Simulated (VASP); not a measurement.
Wanted: the native input for a VASP 6.6.1 run.

- Task: single point
- Functional: PBE
- Potentials or basis: VASP PAW PBE potentials, release 64 (Gd)
- Cutoff: 520 eV
- k mesh: 15 × 15 × 15
- Occupations: fermi-dirac, width 0.05 eV
- Spin: collinear spin, ferromagnetic start
- Starting moments: [7.0] μB
- Dipole correction: no
- Further INCAR settings: ALGO = Normal; EDIFF = 1e-06; NBANDS = 19

The structure of Gd lies in POSCAR:

```
Gd
1.0
    0.0000000000      2.1482847736      2.1482847736
    2.1482847736      0.0000000000      2.1482847736
    2.1482847736      2.1482847736      0.0000000000
Gd
1
Direct
    0.0000000000      0.0000000000      0.0000000000
```

This isn't the form of Gd at room conditions, which is hcp.

The input as run:

INCAR

```
SYSTEM = Gd
  ALGO = Normal
  EDIFF = 1E-6
  ENCUT = 520
  GGA = PE
  ISIF = 2
  ISMEAR = -1
  ISPIN = 2
  LASPH = .TRUE.
  LCHARG = .FALSE.
  LMAXMIX = 6
  LORBIT = 11
  LREAL = .FALSE.
  LWAVE = .FALSE.
  MAGMOM = 7
  NBANDS = 19
  NELM = 150
  PREC = Accurate
  SIGMA = 0.05
```

KPOINTS

```
k-points
0
G
  15 15 15
  0 0 0
```

Potentials or basis: VASP PAW PBE potentials, release 64 (Gd).

Command:

```bash
$ cat potpaw_PBE.64/Gd/POTCAR > POTCAR
$ mpirun -np 1 vasp_std > vasp.out
```

Results of the run:

The pressure is 36.4 GPa. The net moment is 7.10 μB per cell. The site moments are Gd +6.78 μB and the valence electrons inside the program's atomic spheres are Gd 15.61.

Caveat: the cell stands under pressure.

Run time: 5.5 min on 1 thread of Intel Xeon 8259CL (shared host), peak memory 0.22 GiB.
